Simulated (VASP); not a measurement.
# CoSn (P6/mmm) in VASP: a series of runs, part 2 of 2

VASP 6.6.1.

## (3) Single point, PBE

This run uses another cell than the first one, of the same volume but with other edges.

INCAR

```
ALGO     = Fast           # electronic algorithm
EDIFF    = 1E-7           # SCF threshold, eV
ENCUT    = 520            # plane-wave cutoff, eV
GGA      = PE             # functional
ISIF     = 2              # what is computed and relaxed
ISMEAR   = 0              # smearing method
LASPH    = True           # aspherical terms in the spheres
LCHARG   = True           # write CHGCAR
LELF     = True           # ELF
LREAL    = False          # projectors in reciprocal space
LVHAR    = True         
LWAVE    = False          # write WAVECAR
NBANDS   = 44             # bands
NELM     = 60             # most SCF steps
PREC     = Accurate       # precision mode
SIGMA    = 0.15           # smearing width, eV
```

KPOINTS

```
k-points
0
Gamma
  12 12 12
```

POSCAR

```
CoSn
1.0
    5.2111412709      0.0000000000      0.0000000000
   -2.6055706354      4.5129807233      0.0000000000
    0.0000000000      0.0000000000      4.3701475589
Co Sn
3 3
Direct
    0.0000000000      0.5000000000      0.0000000000
    0.5000000000      0.5000000000      0.0000000000
    0.5000000000      0.0000000000      0.0000000000
    0.6666666667      0.3333333333      0.5000000000
    0.3333333333      0.6666666667      0.5000000000
    0.0000000000      0.0000000000      0.0000000000
```

Potentials or basis: VASP PAW PBE potentials, release 64 (Co, Sn_d).

Command:

```sh
> cat potpaw_PBE.64/Co/POTCAR potpaw_PBE.64/Sn_d/POTCAR > POTCAR
> mpirun -np 1 vasp_std > vasp.out
```

OUTCAR:

```text
EDIFF = 1E-7
   ENCUT = 520
   GGA = PE
   ISIF = 2
   ISMEAR = 0
   LASPH = True
   LREAL = False
   NELM = 60
   PREC = Accurate

 ion  position               nearest neighbor table
   1  0.000  0.500  0.000-   6 2.61   6 2.61   2 2.61   2 2.61   3 2.61   3 2.61   5 2.65   5 2.65
                             4 2.65   4 2.65
   2  0.500  0.500  0.000-   3 2.61   3 2.61   1 2.61   1 2.61   6 2.61   6 2.61   5 2.65   5 2.65
                             4 2.65   4 2.65
   3  0.500  0.000  0.000-   2 2.61   2 2.61   6 2.61   6 2.61   1 2.61   1 2.61   5 2.65   5 2.65
                             4 2.65   4 2.65
   4  0.667  0.333  0.500-   3 2.65   3 2.65   1 2.65   1 2.65   2 2.65   2 2.65   5 3.01   5 3.01
                             5 3.01   6 3.72   6 3.72   6 3.72   6 3.72   6 3.72   6 3.72
   5  0.333  0.667  0.500-   3 2.65   3 2.65   1 2.65   1 2.65   2 2.65   2 2.65   4 3.01   4 3.01
                             4 3.01   6 3.72   6 3.72   6 3.72   6 3.72   6 3.72   6 3.72
   6  0.000  0.000  0.000-   1 2.61   1 2.61   3 2.61   3 2.61   2 2.61   2 2.61   5 3.72   4 3.72
                             5 3.72   4 3.72   4 3.72   4 3.72   5 3.72   5 3.72   4 3.72   5 3.72

  LATTYP: Found a hexagonal cell.
 ALAT       =     5.2111412709
 C/A-ratio  =     0.8386162132

  Lattice vectors:

 A1 = (   5.2111412709,   0.0000000000,   0.0000000000)
 A2 = (  -2.6055706354,   4.5129807233,   0.0000000000)
 A3 = (   0.0000000000,   0.0000000000,   4.3701475589)

Analysis of symmetry for initial positions (statically):
=====================================================================
 Subroutine PRICEL returns:
 Original cell was already a primitive cell.

 Routine SETGRP: Setting up the symmetry group for a
 hexagonal supercell.

 Subroutine GETGRP returns: Found 24 space group operations
 (whereof 24 operations were pure point group operations)
 out of a pool of 24 trial point group operations.

The static configuration has the point symmetry D_6h.

Analysis of symmetry for dynamics (positions and initial velocities):
=====================================================================
 Subroutine PRICEL returns:
 Original cell was already a primitive cell.

 Routine SETGRP: Setting up the symmetry group for a
 hexagonal supercell.

 Subroutine GETGRP returns: Found 24 space group operations
 (whereof 24 operations were pure point group operations)
 out of a pool of 24 trial point group operations.

The dynamic configuration has the point symmetry D_6h.

 Subroutine INISYM returns: Found 24 space group operations
 (whereof 24 operations are pure point group operations),
 and found     1 'primitive' translations

----------------------------------------------------------------------------------------

                                     Primitive cell

  volume of cell :     102.7762

  direct lattice vectors                    reciprocal lattice vectors
     5.211141271  0.000000000  0.000000000     0.191896544  0.110791521  0.000000000
    -2.605570635  4.512980723  0.000000000     0.000000000  0.221583043  0.000000000
     0.000000000  0.000000000  4.370147559     0.000000000  0.000000000  0.228825225

  length of vectors
     5.211141271  5.211141271  4.370147559     0.221583043  0.221583043  0.228825225

  position of ions in fractional coordinates (direct lattice)
     0.000000000  0.500000000  0.000000000
     0.500000000  0.500000000  0.000000000
     0.500000000  0.000000000  0.000000000
[... 65 lines left out ...]
 [... further k-points ...]
   k-points           NKPTS =    133   k-points in BZ     NKDIM =    133   number of bands    NBANDS=     44
   number of dos      NEDOS =    301   number of ions     NIONS =      6
   total plane-waves  NPLWV =  57600
   dimension x,y,z NGX =    40 NGY =   40 NGZ =   36
   dimension x,y,z NGXF=    80 NGYF=   80 NGZF=   72
   ions per type =               3   3
   NGX,Y,Z   is equivalent  to a cutoff of  12.76, 12.76, 13.69 a.u.
   NGXF,Y,Z  is equivalent  to a cutoff of  25.52, 25.52, 27.39 a.u.
 SYSTEM =  unknown system
   PREC   = accura    normal or accurate (medium, high low for compatibility)
   ISTART =      0    job   : 0-new  1-cont  2-samecut
   ICHARG =      2    charge: 1-file 2-atom 10-const
   ISPIN  =      1    spin polarized calculation?
   LNONCOLLINEAR =      F non collinear calculations
   LSORBIT =      F    spin-orbit coupling
   LASPH  =      T    aspherical Exc in radial PAW
   ENCUT  =  520.0 eV  38.22 Ry    6.18 a.u.   9.69  9.69  8.13*2*pi/ulx,y,z
   NELM   =     60;   NELMIN=  2; NELMDL= -5     # of ELM steps
   EDIFF  = 0.1E-06   stopping-criterion for ELM
   LREAL  =      F    real-space projection
   EDIFFG = 0.1E-05   stopping-criterion for IOM
   NSW    =      0    number of steps for IOM
   IBRION =     -1    ionic relax: 0-MD 1-quasi-New 2-CG
   NFREE  =      0    steps in history (QN), initial steepest desc. (CG)
   ISIF   =      2    stress and relaxation
   ISYM   =      2    0-nonsym 1-usesym 2-fastsym
   POTIM  = 0.5000    time-step for ionic-motion
   TEBEG  =    0.0;   TEEND  =   0.0 temperature during run
   PSTRESS=    0.0 pullay stress
   NELECT =      69.0000    total number of electrons
   NUPDOWN=      -1.0000    fix difference up-down
   EMIN   =  10.00;   EMAX   =-10.00  energy-range for DOS
   EFERMI =   0.00;   METHOD = LEGACY
   ISMEAR =     0;   SIGMA  =   0.15  broadening in eV -4-tet -1-fermi 0-gaus
   EFERMI_NEDOS =   21; number of points for ismear=-14 and -15
   IALGO  =     68    algorithm
   IMIX   =      4    mixing-type and parameters
     AMIX     =   0.40;   BMIX     =  1.00
     AMIX_MAG =   1.60;   BMIX_MAG =  1.00
  volume/ion in A,a.u.               =      17.13       115.59
  Fermi-wavevector in a.u.,A,eV,Ry     =   1.433487  2.708897 27.958402  2.054885
  Thomas-Fermi vector in A             =   2.553000
   LORBIT       =      0    0 simple, 1 ext, 2 COOP (PROOUT), +10 PAW based schemes
   GGA     = PE    functional components
   LHFCALC =     F    Hartree Fock is set to
   AEXX    =    0.0000 exact exchange contribution
   IVDW    =     0    specifies the selected vdW correction
   LEPSILON=     F    determine dielectric tensor
   LRPA    =     F    only Hartree local field effects (RPA)
 non-spin polarized calculation
 RMM-DIIS sequential band-by-band and
 Gauss-broadening in eV      SIGMA  =   0.15
  energy-cutoff  :      520.00
  volume of cell :      102.78
 maximum number of plane-waves:      2794
 NGX is ok and might be reduce to    40

 number of electron      69.0000012 magnetization

 Free energy of the ion-electron system (eV)
  ---------------------------------------------------
  ext. energy  EPLUGINS =         0.00000000
  ---------------------------------------------------
  free energy    TOTEN  =       -33.17038574 eV

  energy without entropy =      -33.11148664  energy(sigma->0) =      -33.14093619

 E-fermi :   9.7746     XC(G=0): -11.7011

 val. band max:        9.7743521752   @ k =   0.2500   0.0000   0.0000
 cond. band min:       9.7754874091   @ k =   0.1667   0.1667   0.0833
 fundamental gap:      0.0011352339
 Fermi energy:         9.7745622761

 k-point     1 :       0.0000    0.0000    0.0000
  band No.  band energies     occupation
      1     -11.7008      2.00000
      2     -11.6745      2.00000
      3     -11.6745      2.00000
      4     -11.5891      2.00000
      5     -11.5891      2.00000
      6     -11.5607      2.00000
[... 1117 lines left out ...]
     43      14.3925      0.00000
     44      15.3602      0.00000

 [... further k-points ...]

------------------------ aborting loop because EDIFF is reached ----------------------------------------

  FORCE on cell =-STRESS in cart. coord.  units (eV):
  Direction    XX          YY          ZZ          XY          YZ          ZX
  --------------------------------------------------------------------------------------
  -------------------------------------------------------------------------------------
  Total        2.0940151      2.0940151     -3.5707198      0.0000000      0.0000000     -0.0000000
  in kB       32.6435945     32.6435945    -55.6639380      0.0000000      0.0000000     -0.0000000
  external PRESSURE =       3.2077503 kB  Pullay stress =       0.0000000 kB

 VOLUME and BASIS-vectors are now :
 -----------------------------------------------------------------------------
  energy-cutoff  :      520.00
  volume of cell :      102.78
      direct lattice vectors                 reciprocal lattice vectors
     5.211141271  0.000000000  0.000000000     0.191896544  0.110791521  0.000000000
    -2.605570635  4.512980723  0.000000000     0.000000000  0.221583043  0.000000000
     0.000000000  0.000000000  4.370147559     0.000000000  0.000000000  0.228825225

 POSITION                                       TOTAL-FORCE (eV/Angst)
 -----------------------------------------------------------------------------------
     -1.30279      2.25649      0.00000         0.000000      0.000000      0.000000
      1.30279      2.25649      0.00000         0.000000      0.000000      0.000000
      2.60557      0.00000      0.00000         0.000000      0.000000      0.000000
      2.60557      1.50433      2.18507        -0.000000     -0.000000      0.000000
     -0.00000      3.00865      2.18507         0.000000     -0.000000     -0.000000
      0.00000      0.00000      0.00000         0.000000      0.000000      0.000000
 -----------------------------------------------------------------------------------
    total drift:                               -0.000000      0.000000     -0.000000

  FREE ENERGIE OF THE ION-ELECTRON SYSTEM (eV)
  ---------------------------------------------------
  free  energy   TOTEN  =       -33.1703857378 eV

  energy  without entropy=      -33.1114866360  energy(sigma->0) =      -33.14093619
```

Run time: 9.6 min. Hardware: 1 thread of AMD EPYC 9R45 (Zen 5), shared host; peak memory 0.54 GiB.

Results:

```
Free energy : -33.1704 eV
Pressure    : 0.3 GPa
```

Caveat: spin-orbit coupling is left out, which moves the levels of the heavy elements.

## (4) Single point, PBE

This run uses another cell than the first one, of the same volume but with other edges.

INCAR

```
PREC = Accurate
ENCUT = 520
EDIFF = 1E-6
ISMEAR = 0
SIGMA = 0.15
LREAL = F
LASPH = T
NELM = 80
ALGO = Fast
ISIF = 2
LWAVE = F
LCHARG = T
GGA = PE
LELF = T
LVHAR = T
NBANDS = 44
```

KPOINTS

```
Automatic mesh
0
Gamma
  12 12 12
```

Changes to POSCAR since step 3:

```diff
@@ -2,5 +2,5 @@
 1.0
-    5.2111412709      0.0000000000      0.0000000000
-   -2.6055706354      4.5129807233      0.0000000000
-    0.0000000000      0.0000000000      4.3701475589
+    5.5914310167      0.0000000000      0.0000000000
+   -2.7957155084      4.8423213040      0.0000000000
+    0.0000000000      0.0000000000      3.7959095235
 Co Sn
```

Command:

```sh
> cat potpaw_PBE.64/Co/POTCAR potpaw_PBE.64/Sn_d/POTCAR > POTCAR
> mpirun -np 1 vasp_std > vasp.out
```

It took 12 min on 1 thread of Oxide Virtual Turin-like, shared host; peak memory 0.52 GiB.

The run converged. Its results:

| Item | Value |
| --- | --- |
| Free energy | -32.2685 eV |
| Pressure | 3.4 GPa |

Stress tensor (GPa, compression positive):
```
-5.14  0.00  0.00
 0.00 -5.14  0.00
 0.00  0.00 20.56
```

Levels at points of the mesh, in eV from the Fermi level:
```
           k point  band 30  band 31  band 32  band 33  band 34  band 35  band 36  band 37  band 38  band 39
(0.00, 0.00, 0.00)    -0.81    -0.81    -0.75    -0.75    -0.64     0.01     0.06     1.00     1.00     4.40
(0.50, 0.00, 0.00)    -1.08    -0.91    -0.80    -0.75     0.23     1.05     1.91     2.41     2.72     2.87
(0.00, 0.00, 0.50)    -0.96    -0.96    -0.89    -0.89    -0.79    -0.78    -0.70    -0.70     0.01     0.87
(0.50, 0.00, 0.50)    -1.13    -0.91    -0.87    -0.75    -0.72    -0.45    -0.43     0.04     0.72     3.73
```

Caveat: spin-orbit coupling is left out, which moves the levels of the heavy elements. Spin polarisation is off, so any magnetic state and its effect on volume and gap are missing.

## (5) Single point, PBE

This run uses another cell than the first one, of the same volume but with other edges.

INCAR

```
PREC     = Accurate       # precision mode
ENCUT    = 520            # plane-wave cutoff, eV
EDIFF    = 1E-6           # SCF threshold, eV
ISMEAR   = 0              # smearing method
SIGMA    = 0.15           # smearing width, eV
LREAL    = False          # projectors in reciprocal space
LASPH    = True           # aspherical terms in the spheres
NELM     = 80             # most SCF steps
ALGO     = Fast           # electronic algorithm
ISIF     = 2              # what is computed and relaxed
LWAVE    = False          # write WAVECAR
LCHARG   = True           # write CHGCAR
GGA      = PE             # functional
LELF     = True           # ELF
LVHAR    = True         
NBANDS   = 44             # bands
```

KPOINTS is that of step 4.

Changes to POSCAR since step 4:

```diff
@@ -2,5 +2,5 @@
 1.0
-    5.5914310167      0.0000000000      0.0000000000
-   -2.7957155084      4.8423213040      0.0000000000
-    0.0000000000      0.0000000000      3.7959095235
+    4.9842773174      0.0000000000      0.0000000000
+   -2.4921386587      4.3165107764      0.0000000000
+    0.0000000000      0.0000000000      4.7770237364
 Co Sn
```

Command:

```sh
> cat potpaw_PBE.64/Co/POTCAR potpaw_PBE.64/Sn_d/POTCAR > POTCAR
> mpirun -np 1 vasp_std > vasp.out
```

It took 14 min on 1 thread of Oxide Virtual Turin-like, shared host; peak memory 0.54 GiB.

The run converged. Its results:

```
Free energy : -32.0116 eV
Pressure    : 5.2 GPa
```

Stress tensor (GPa, compression positive):
```
 15.40   0.00   0.00
  0.00  15.40   0.00
  0.00   0.00 -15.28
```

Levels at points of the mesh, in eV from the Fermi level:
```
           k point  band 31  band 32  band 33  band 34  band 35  band 36  band 37  band 38  band 39  band 40
(0.00, 0.00, 0.00)    -0.37    -0.33    -0.07    -0.07     0.26     0.83     1.16     1.16     2.32     3.26
(0.50, 0.00, 0.00)    -0.62    -0.30    -0.12     0.42     0.76     0.78     0.89     1.23     2.73     3.39
(0.00, 0.00, 0.50)    -0.86    -0.34    -0.31    -0.31    -0.10    -0.10     0.39     0.42     0.83     2.26
(0.50, 0.00, 0.50)    -0.96    -0.93    -0.61    -0.30    -0.15     0.03     0.44     1.69     4.19     5.93
```

Caveat: spin-orbit coupling is left out, which moves the levels of the heavy elements. Spin polarisation is off, so any magnetic state and its effect on volume and gap are missing.

## (6) Overview

```tsv
cell	further INCAR settings	gap on the mesh (eV)	pressure (GPa)
a = 5.369, b = 5.369, c = 4.117 Å, angles 90.0, 90.0, 120.0°, 6 atoms	ALGO = Fast; EDIFF = 1e-06; NBANDS = 44	none	0.2
a = 5.211, b = 5.211, c = 4.370 Å, angles 90.0, 90.0, 120.0°, 6 atoms	ALGO = Fast; EDIFF = 1e-07; NBANDS = 44	none	0.3
a = 5.591, b = 5.591, c = 3.796 Å, angles 90.0, 90.0, 120.0°, 6 atoms	ALGO = Fast; EDIFF = 1e-06; NBANDS = 44	none	3.4
a = 4.984, b = 4.984, c = 4.777 Å, angles 90.0, 90.0, 120.0°, 6 atoms	ALGO = Fast; EDIFF = 1e-06; NBANDS = 44	none	5.2
```

Alike in all rows: task single point; level PBE; potentials or basis VASP PAW PBE potentials, release 64 (Co, Sn_d); no spin polarisation; k mesh 12 × 12 × 12; cutoff (eV) 520; smearing gaussian 0.15 eV.

Caveats: spin-orbit coupling is left out, which moves the levels of the heavy elements.

Absolute energies hang on the potentials; compare differences alone.
